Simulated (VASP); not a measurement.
# Mg2O (Pmm2) in VASP: a series of runs

Mg2O is run at these levels: PBE; tasks: single point, relaxation of cell and atoms.

Program: VASP 6.6.1. These are calculated values, not measurements. Logs are shortened: lines on timing, memory, paths and dates and some standing lists are left out, and cuts for length are marked.

### 1 The cell of the first run

Symmetry: Pmm2, No. 25, orthorhombic system. The conventional cell has a = 2.037 Å, b = 3.425 Å, c = 4.153 Å, α = 90.00°, β = 90.00°, γ = 90.00°. Within 2.7 Å of Mg (site symmetry mm2) lie 4 Mg at 2.02 to 2.04 Å and 2 O at 2.03 to 2.13 Å. Mg (site symmetry mm2) has 2 O at 2.02 Å and 4 Mg at 2.02 to 2.04 Å within 2.7 Å. O (site symmetry mm2) has 4 Mg at 2.02 to 2.13 Å and 2 O at 2.04 Å within 2.7 Å.

### 2 Single point, PBE

Contents of INCAR:

```
SYSTEM = Mg2O
PREC = Accurate
ENCUT = 520
EDIFF = 1E-7
ISMEAR = 0
SIGMA = 0.1
LREAL = .FALSE.
LASPH = .TRUE.
NELM = 100
ALGO = Normal
ISIF = 2
LWAVE = .FALSE.
LCHARG = .FALSE.
GGA = PE
NBANDS = 12
```

Contents of KPOINTS:

```
regular mesh
0
G
  8 6 4
  0 0 0
```

Contents of POSCAR:

```
Mg2O
1.0
    2.0367538100      0.0000000000      0.0000000000
    0.0000000000      3.4252436300      0.0000000000
    0.0000000000      0.0000000000      4.1531616300
Mg O
2 1
Direct
    0.0000000000      0.0000000000      0.7441455200
    0.0000000000      0.5000000000      0.0000000000
    0.0000000000      0.0000000000      0.2558544800
```

Potentials or basis: VASP PAW PBE potentials, release 64 (Mg, O).

Command:

```sh
> cat potpaw_PBE.64/Mg/POTCAR potpaw_PBE.64/O/POTCAR > POTCAR
> mpirun -np 1 vasp_std > vasp.out
```

OUTCAR:

```text
SYSTEM = Mg2O
   PREC = Accurate
   ENCUT = 520
   EDIFF = 1E-7
   ISMEAR = 0
   LREAL = .FALSE.
   LASPH = .TRUE.
   NELM = 100
   ISIF = 2
   GGA = PE

 ion  position               nearest neighbor table
   1  0.000  0.000  0.744-   2 2.02   2 2.02   3 2.03   3 2.13   2 2.87   2 2.87   2 2.87   2 2.87
                             2 3.53   2 3.53
   2  0.000  0.500  0.000-   1 2.02   3 2.02   1 2.02   3 2.02   1 2.87   1 2.87   1 2.87   1 2.87
                             1 3.53   1 3.53
   3  0.000  0.000  0.256-   2 2.02   2 2.02   1 2.03   1 2.13

  LATTYP: Found a simple orthorhombic cell.
 ALAT       =     2.0367538100
 B/A-ratio  =     1.6817170603
 C/A-ratio  =     2.0391083152

  Lattice vectors:

 A1 = (   2.0367538100,   0.0000000000,   0.0000000000)
 A2 = (   0.0000000000,   3.4252436300,   0.0000000000)
 A3 = (   0.0000000000,   0.0000000000,   4.1531616300)

Analysis of symmetry for initial positions (statically):
=====================================================================
 Subroutine PRICEL returns:
 Original cell was already a primitive cell.

 Routine SETGRP: Setting up the symmetry group for a
 simple orthorhombic supercell.

 Subroutine GETGRP returns: Found  4 space group operations
 (whereof  4 operations were pure point group operations)
 out of a pool of  8 trial point group operations.

The static configuration has the point symmetry C_2v.

Analysis of symmetry for dynamics (positions and initial velocities):
=====================================================================
 Subroutine PRICEL returns:
 Original cell was already a primitive cell.

 Routine SETGRP: Setting up the symmetry group for a
 simple orthorhombic supercell.

 Subroutine GETGRP returns: Found  4 space group operations
 (whereof  4 operations were pure point group operations)
 out of a pool of  8 trial point group operations.

The dynamic configuration has the point symmetry C_2v.

 Subroutine INISYM returns: Found  4 space group operations
 (whereof  4 operations are pure point group operations),
 and found     1 'primitive' translations

----------------------------------------------------------------------------------------

                                     Primitive cell

  volume of cell :      28.9740

  direct lattice vectors                    reciprocal lattice vectors
     2.036753810  0.000000000  0.000000000     0.490977356  0.000000000  0.000000000
     0.000000000  3.425243630  0.000000000     0.000000000  0.291950036  0.000000000
     0.000000000  0.000000000  4.153161630     0.000000000  0.000000000  0.240780420

  length of vectors
     2.036753810  3.425243630  4.153161630     0.490977356  0.291950036  0.240780420

  position of ions in fractional coordinates (direct lattice)
     0.000000000  0.000000000  0.744145520
     0.000000000  0.500000000  0.000000000
     0.000000000  0.000000000  0.255854480

  ion indices of the primitive-cell ions
   primitive index   ion index
                 1           1
                 2           2
                 3           3

----------------------------------------------------------------------------------------

 KPOINTS: regular mesh

Automatic generation of k-mesh.
 Grid dimensions read from file:
 generate k-points for:    8    6    4

 Generating k-lattice:

  Cartesian coordinates                     Fractional coordinates (reciprocal lattice)
     0.061372169  0.000000000  0.000000000     0.125000000  0.000000000  0.000000000
     0.000000000  0.048658339  0.000000000     0.000000000  0.166666667  0.000000000
     0.000000000  0.000000000  0.060195105     0.000000000  0.000000000  0.250000000

  Length of vectors
     0.061372169  0.048658339  0.060195105

  Shift w.r.t. Gamma in fractional coordinates (k-lattice)
     0.000000000  0.000000000  0.000000000

 Subroutine IBZKPT returns following result:
 ===========================================

 Found     60 irreducible k-points:

 Following reciprocal coordinates:
            Coordinates               Weight
[... 46 lines left out ...]

  energy without entropy =       -1.60082479  energy(sigma->0) =       -1.60372757

 E-fermi :   7.4991     XC(G=0): -11.1356

 val. band max:        7.4766126414   @ k =   0.2500   0.5000   0.2500
 cond. band min:       7.5081099801   @ k =   0.1250   0.3333   0.2500
 fundamental gap:      0.0314973387
 Fermi energy:         7.4990688385

 k-point     1 :       0.0000    0.0000    0.0000
  band No.  band energies     occupation
      1     -13.5695      2.00000
      2      -0.3754      2.00000
      3       0.8673      2.00000
      4       1.4693      2.00000
      5       8.5397      0.00000
      6       9.7592      0.00000
      7      10.5527      0.00000
      8      12.2921      0.00000
      9      14.3730      0.00000
     10      16.4894      0.00000
     11      21.5961      0.00000
     12      24.6053      0.00000

 k-point     2 :       0.1250    0.0000    0.0000
  band No.  band energies     occupation
      1     -13.2174      2.00000
      2       0.0238      2.00000
      3       1.3072      2.00000
      4       1.7687      2.00000
      5       7.1529      2.00000
      6      10.3137      0.00000
      7      10.8224      0.00000
      8      12.5194      0.00000
      9      14.8593      0.00000
     10      16.9737      0.00000
     11      21.1093      0.00000
     12      24.4278      0.00000

 k-point     3 :       0.2500    0.0000    0.0000
  band No.  band energies     occupation
      1     -12.2405      2.00000
      2       1.0747      2.00000
      3       2.2863      2.00000
      4       2.5776      2.00000
      5       4.6219      2.00000
      6      11.5557      0.00000
      7      11.7875      0.00000
      8      12.7921      0.00000
      9      16.0569      0.00000
     10      18.4116      0.00000
     11      18.5460      0.00000
     12      23.0779      0.00000
[... 286 lines left out ...]
 k-point    23 :       0.2500    0.0000    0.2500
  band No.  band energies     occupation
      1     -12.1917      2.00000
      2       0.1037      2.00000
      3       2.5999      2.00000
      4       3.2714      2.00000
      5       4.8751      2.00000
      6      10.5616      0.00000
      7      11.2386      0.00000
      8      13.7673      0.00000
      9      16.0898      0.00000
     10      18.9863      0.00000
     11      19.0357      0.00000
     12      22.6489      0.00000

 k-point    24 :       0.3750    0.0000    0.2500
  band No.  band energies     occupation
      1     -10.9327      2.00000
      2       0.7441      2.00000
      3       2.0027      2.00000
      4       3.5689      2.00000
      5       5.8170      2.00000
      6      11.6482      0.00000
      7      12.4022      0.00000
      8      14.0153      0.00000
      9      15.8230      0.00000
     10      18.1311      0.00000
     11      19.5281      0.00000
     12      21.0632      0.00000

 [... further k-points ...]

------------------------ aborting loop because EDIFF is reached ----------------------------------------

  FORCE on cell =-STRESS in cart. coord.  units (eV):
  Direction    XX          YY          ZZ          XY          YZ          ZX
  --------------------------------------------------------------------------------------
  -------------------------------------------------------------------------------------
  Total       35.5425299     15.1034157      6.7395617      0.0000000      0.0000000      0.0000000
  in kB     1965.3960630    835.1739105    372.6776948      0.0000000      0.0000000      0.0000000
  external PRESSURE =    1057.7492228 kB  Pullay stress =       0.0000000 kB

 VOLUME and BASIS-vectors are now :
 -----------------------------------------------------------------------------
  energy-cutoff  :      520.00
  volume of cell :       28.97
      direct lattice vectors                 reciprocal lattice vectors
     2.036753810  0.000000000  0.000000000     0.490977356  0.000000000  0.000000000
     0.000000000  3.425243630  0.000000000     0.000000000  0.291950036  0.000000000
     0.000000000  0.000000000  4.153161630     0.000000000  0.000000000  0.240780420

 POSITION                                       TOTAL-FORCE (eV/Angst)
 -----------------------------------------------------------------------------------
      0.00000      0.00000      3.09056         0.000000      0.000000     -6.933083
      0.00000      1.71262      0.00000         0.000000      0.000000      7.434963
      0.00000      0.00000      1.06261         0.000000      0.000000     -0.501880
 -----------------------------------------------------------------------------------
    total drift:                                0.000000     -0.000000     -0.000109

  FREE ENERGIE OF THE ION-ELECTRON SYSTEM (eV)
  ---------------------------------------------------
  free  energy   TOTEN  =        -1.6066303400 eV

  energy  without entropy=       -1.6008247910  energy(sigma->0) =       -1.60372757
```

Run time: 8.5 s. Hardware: 1 thread of Intel Xeon Platinum 8559C (Emerald Rapids), shared host; peak memory 0.14 GiB.

What came out:

```yaml
Free_energy: -1.6066 eV
Pressure: 105.8 GPa
Largest_force: 7.435 eV/Å
Band_gap_on_the_k_mesh: zero (band 5 reaches 8.54 eV, above the bottom of band 6 at 6.79 eV)
```

Forces on the atoms (eV/Å):
```
Mg   0.000  0.000 -6.933
Mg   0.000  0.000  7.435
O    0.000  0.000 -0.502
```

Stress tensor (GPa, compression positive):
```
196.54   0.00   0.00
  0.00  83.52   0.00
  0.00   0.00  37.27
```

Caveat: the k points lie up to 0.39 Å⁻¹ apart; forces of over 1 eV/Å act on the atoms, so gaps and moduli don't describe the material at rest.

### 3 Single point, PBE

This run uses another cell than the first one, of 21.19 Å³/atom, 2.194 times its volume.

Contents of INCAR:

```
SYSTEM = Mg2O
ALGO     = Normal         ! electronic algorithm
EDIFF    = 1E-6           ! SCF threshold, eV
ENCUT    = 520            ! plane-wave cutoff, eV
GGA      = PE             ! functional
ISIF     = 2              ! what is computed and relaxed
ISMEAR   = 0              ! smearing method
LASPH    = .True.         ! aspherical terms in the spheres
LCHARG   = .False.        ! write CHGCAR
LREAL    = .False.        ! projectors in reciprocal space
LWAVE    = .False.        ! write WAVECAR
NBANDS   = 12             ! bands
NELM     = 60             ! most SCF steps
PREC     = Accurate       ! precision mode
SIGMA    = 0.1            ! smearing width, eV
```

Contents of KPOINTS:

```
k-points
0
Gamma
  8 6 4
  0 0 0
```

Contents of POSCAR:

```
Mg2O
1.0
    3.5426835265      0.0000000000      0.0000000000
    0.0000000000      3.2358482112      0.0000000000
    0.0000000000      0.0000000000      5.5444013055
Mg O
2 1
Direct
    0.0000000000      0.0000000000      0.6216498018
    0.0000000000      0.5000000000      0.0986238257
    0.0000000000      0.0000000000      0.2797263724
```

Potentials or basis: VASP PAW PBE potentials, release 64 (Mg, O).

Command:

```sh
> cat potpaw_PBE.64/Mg/POTCAR potpaw_PBE.64/O/POTCAR > POTCAR
> mpirun -np 1 vasp_std > vasp.out
```

Run time: 16 s. Hardware: 1 thread of Intel Xeon Platinum 8559C (Emerald Rapids), shared host; peak memory 0.19 GiB.

Results (log left out):

| Property | Result |
| --- | --- |
| Free energy | -11.7270 eV |
| Pressure | -0.1 GPa |
| Largest force | 0.019 eV/Å |
| Band gap on the k mesh | zero (band 5 reaches 2.96 eV, above the bottom of band 6 at 0.84 eV) |

Forces on the atoms (eV/Å):
```
Mg   0.000  0.000  0.019
Mg   0.000  0.000 -0.007
O    0.000  0.000 -0.012
```

Stress tensor (GPa, compression positive):
```
 0.01  0.00  0.00
 0.00 -0.14  0.00
 0.00  0.00 -0.20
```

Levels at points of the mesh, in eV from the Fermi level:
```tsv
k point	band 1	band 2	band 3	band 4	band 5	band 6	band 7	band 8	band 9	band 10
(0.00, 0.00, 0.00)	-18.06	-4.78	-4.25	-3.23	-2.62	2.22	2.73	6.93	7.03	9.01
(0.50, 0.00, 0.00)	-17.96	-4.40	-4.19	-3.15	-1.86	-0.06	2.91	4.80	6.43	7.27
(0.00, 0.50, 0.00)	-17.82	-5.17	-4.12	-2.37	-0.54	-0.52	3.06	5.67	6.08	7.96
(0.50, 0.50, 0.00)	-17.74	-4.73	-3.91	-3.36	1.37	1.85	2.05	2.94	5.51	6.22
(0.00, 0.00, 0.50)	-18.06	-5.70	-3.23	-2.61	-2.35	-0.45	5.79	6.64	7.45	7.87
(0.50, 0.00, 0.50)	-17.96	-4.80	-4.05	-3.15	-0.77	-0.75	2.95	3.34	8.83	9.50
(0.00, 0.50, 0.50)	-17.82	-5.07	-4.37	-2.37	-1.04	0.42	3.29	3.82	8.18	9.77
(0.50, 0.50, 0.50)	-17.74	-4.69	-4.04	-3.32	0.99	2.49	2.63	2.70	3.54	6.29
```

### 4 Relaxation of cell and atoms, PBE

Contents of INCAR:

```
SYSTEM = Mg2O
PREC     = Accurate       ! precision mode
ENCUT    = 600            ! plane-wave cutoff, eV
EDIFF    = 1E-6           ! SCF threshold, eV
ISMEAR   = 0              ! smearing method
SIGMA    = 0.1            ! smearing width, eV
LREAL    = .False.        ! projectors in reciprocal space
LASPH    = .True.         ! aspherical terms in the spheres
NELM     = 60             ! most SCF steps
ALGO     = Normal         ! electronic algorithm
ISIF     = 3              ! what is computed and relaxed
LWAVE    = .False.        ! write WAVECAR
LCHARG   = .False.        ! write CHGCAR
GGA      = PE             ! functional
IBRION   = 2              ! ionic algorithm
NSW      = 90             ! ionic steps
EDIFFG   = -0.04          ! ionic threshold
```

Contents of KPOINTS:

```
Automatic mesh
0
Gamma
  8 6 4
  0 0 0
```

Contents of POSCAR:

```
Mg2O
1.0
    2.0367538100      0.0000000000      0.0000000000
    0.0000000000      3.4252436300      0.0000000000
    0.0000000000      0.0000000000      4.1531616300
Mg O
2 1
Direct
    0.0000000000      0.0000000000      0.7441455200
    0.0000000000      0.5000000000      0.0000000000
    0.0000000000      0.0000000000      0.2558544800
```

Command:

```sh
> cat potpaw_PBE.64/Mg/POTCAR potpaw_PBE.64/O/POTCAR > POTCAR
> mpirun -np 1 vasp_std > vasp.out
```

It took 3.1 min on 1 thread of Intel Xeon Platinum 8559C (Emerald Rapids), shared host; peak memory 0.17 GiB.

Results (log left out):

```
Free energy                            : -11.1395 eV
Relaxed volume                         : 17.23 Å³/atom
Relaxed cell                           : a = 2.982 Å, b = 3.240 Å, c = 5.350 Å, α = 90.00°, β = 90.00°, γ = 90.00°
Space group after relaxing (to 0.05 Å) : Pmm2 (No. 25)
Energy gained by relaxing              : 3176.5 meV/atom
Ionic steps                            : 42
Pressure after relaxing                : -0.2 GPa
Largest force after relaxing           : 0.033 eV/Å
Band gap on the k mesh                 : zero (band 5 reaches 4.43 eV, above the bottom of band 6 at 1.51 eV)
```

Forces in eV/Å, atoms in the order of the input:
```
Mg   0.000  0.000  0.030
Mg   0.000  0.000 -0.033
O    0.000  0.000  0.003
```

Stress tensor (GPa, compression positive):
```
-0.32  0.00  0.00
 0.00 -0.19  0.00
 0.00  0.00 -0.14
```

Step by step:
```
step  energy change (eV)  largest force (eV/Å)  pressure (GPa)  volume (Å³)
   1              0.0000                7.4365          105.66        28.97
   3             -8.4114                2.2898           -2.91        51.21
   5             -9.0063                1.4038           -0.95        50.16
   7             -9.1796                0.4957            1.63        49.46
   9             -9.2052                0.2186           -1.13        50.70
  11             -9.2110                0.0361            0.22        50.12
  13             -9.2130                0.0726            0.33        50.25
  15             -9.2203                0.6210            0.59        51.56
  17             -9.2212                0.5193            0.51        51.35
  19             -9.2241                0.5825            0.44        51.57
  21             -9.2360                0.8260            0.25        52.44
  23             -9.2154                1.6221           -0.80        55.70
  25             -9.2556                1.2193           -0.23        54.07
  27             -9.2708                1.3532           -2.21        56.21
  29             -9.2884                1.2976           -1.55        55.43
  31             -9.3734                0.8825           -2.30        55.20
  33             -9.3887                0.8426           -2.60        55.06
  35             -9.4964                0.4800           -0.72        52.39
  37             -9.5071                0.3661           -0.02        51.47
  39             -9.5250                0.2364            0.25        51.56
  41             -9.5287                0.1011           -0.22        51.79
  42             -9.5294                0.0327           -0.22        51.69
```

Final structure:
```cif
data_structure
_symmetry_space_group_name_H-M 'P 1'
_symmetry_Int_Tables_number 1
_cell_length_a 2.9821
_cell_length_b 3.2402
_cell_length_c 5.3496
_cell_angle_alpha 90.000
_cell_angle_beta 90.000
_cell_angle_gamma 90.000
_cell_volume 51.69
loop_
_atom_site_label
_atom_site_type_symbol
_atom_site_fract_x
_atom_site_fract_y
_atom_site_fract_z
_atom_site_occupancy
Mg1 Mg 0.00000 0.00000 0.62813 1
Mg2 Mg 0.00000 0.50000 0.09502 1
O1 O 0.00000 0.00000 0.27685 1
```

Levels at points of the mesh, in eV from the Fermi level:
```
           k point  band 2  band 3  band 4  band 5  band 6  band 7  band 8  band 9
(0.00, 0.00, 0.00)   -5.18   -4.91   -3.54   -1.79    2.23    2.81    7.84    8.16
(0.50, 0.00, 0.00)   -4.79   -4.28   -3.26   -0.93   -0.17    2.89    6.00    7.15
(0.00, 0.50, 0.00)   -5.69   -4.40   -1.65   -1.23   -1.17    2.59    5.74    6.19
(0.50, 0.50, 0.00)   -4.66   -3.93   -3.84    1.46    2.11    2.76    3.05    6.75
(0.00, 0.00, 0.50)   -6.36   -3.54   -2.59   -1.81   -0.66    6.06    7.75    7.89
(0.50, 0.00, 0.50)   -4.62   -4.60   -3.25   -1.02    0.05    3.89    4.34    8.99
(0.00, 0.50, 0.50)   -5.54   -4.80   -1.85   -1.63   -0.04    3.16    3.78    8.13
(0.50, 0.50, 0.50)   -4.62   -3.97   -3.88    1.75    2.12    2.23    3.35    3.67
```

Caveat: the k points lie up to 0.32 Å⁻¹ apart in the final cell; the volume moved by over 15 % at a fixed basis, so the end points are rough.

### 5 Summary

```tsv
task	cell	cutoff (eV)	gap on the mesh (eV)	pressure (GPa)	largest force (eV/Å)
single point	a = 2.037, b = 3.425, c = 4.153 Å, 3 atoms	520	none	105.8	7.43
single point	a = 3.543, b = 3.236, c = 5.544 Å, 3 atoms	520	none	-0.1	0.02
relaxation of cell and atoms	relaxed from a = 2.037, b = 3.425, c = 4.153 Å, 3 atoms	600	none	-0.2	0.03
```

Alike in all rows: level PBE; potentials or basis VASP PAW PBE potentials, release 64 (Mg, O); no spin polarisation; k mesh 8 × 6 × 4; smearing gaussian 0.1 eV.

Caveats: some runs use coarse meshes; forces of over 1 eV/Å act on the atoms, so gaps and moduli don't describe the material at rest (some runs); the volume moved by over 15 % at a fixed basis, so the end points are rough (some runs).

Total energies depend on the potentials used, so only differences within one code and one set of settings carry meaning.
